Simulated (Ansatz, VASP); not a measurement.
**Two plane-wave programs on TaN**

INCAR

```
PREC     = Accurate       # precision mode
ENCUT    = 520            # plane-wave cutoff, eV
EDIFF    = 1E-7           # SCF threshold, eV
ISMEAR   = 0              # smearing method
SIGMA    = 0.15           # smearing width, eV
LREAL    = F              # projectors in reciprocal space
LASPH    = T              # aspherical terms in the spheres
NELM     = 100            # most SCF steps
ALGO     = Normal         # electronic algorithm
ISIF     = 2              # what is computed and relaxed
LWAVE    = F              # write WAVECAR
LCHARG   = F              # write CHGCAR
GGA      = PE             # functional
NBANDS   = 15             # bands
```

File KPOINTS:

```
regular mesh
0
Gamma
  24 24 24
```

The input POSCAR:

```
TaN
1.0
    0.0000000000      2.2086347780      2.1755052563
    2.2086347780      0.0000000000      2.1755052563
    2.2086347780      2.2086347780      0.0000000000
Ta N
1 1
Direct
    0.5000000000      0.5000000000      0.5000000000
    0.0000000000      0.0000000000      0.0000000000
```

Input for Ansatz:

```yaml
crystal:
  lattice:
    - [0.0, 2.208634778, 2.1755052563]
    - [2.208634778, 0.0, 2.1755052563]
    - [2.208634778, 2.208634778, 0.0]
  atoms:
    - { symbol: Ta, position: [0.5, 0.5, 0.5] }
    - { symbol: "N", position: [0.0, 0.0, 0.0] }
basis:
  ecutwfc: 420
kpoints:
  mp_grid: { grid: [24, 24, 24] }
hamiltonian:
  xc: pbe
scf:
  occupations: { method: gaussian, width: 0.15 }
output:
  forces: true
  stress: true
  eigenvalues: true
```

Change from the starting cell: strain +0.000 along x and y, -0.015 along z, atoms carried along.

Alike in both runs: task single point; functional PBE; k mesh 24 × 24 × 24; occupations gaussian, width 0.15 eV; no spin polarisation.

|  | VASP | Ansatz |
| --- | --- | --- |
| version | VASP 6.6.1 | Ansatz 0.2.0 |
| potentials or method | VASP PAW PBE potentials, release 64 (Ta_pv, N), cutoff 520 eV | scalar-relativistic, plane waves, PAW |
| valence electrons in the cell | 16 | 18 |

Ansatz gave:

| Quantity | Value |
| --- | --- |
| gap on the k mesh at the Fermi level (eV) | none |
| pressure (GPa) | 5.3 |
| traceless stress, the component that is largest in VASP (GPa) | 6.27 |

Task: Which values does VASP return?

Result: gap on the k mesh at the Fermi level (eV): none; pressure (GPa): 6.2; traceless stress, the component that is largest in VASP (GPa): 6.31.

A gap of «none» marks a metal or a gap that the smearing closes. VASP's potentials hold 16 valence electrons a cell and Ansatz's 18, so a difference there can come from the potentials and not from the codes.

Neither program's run includes spin-orbit coupling.
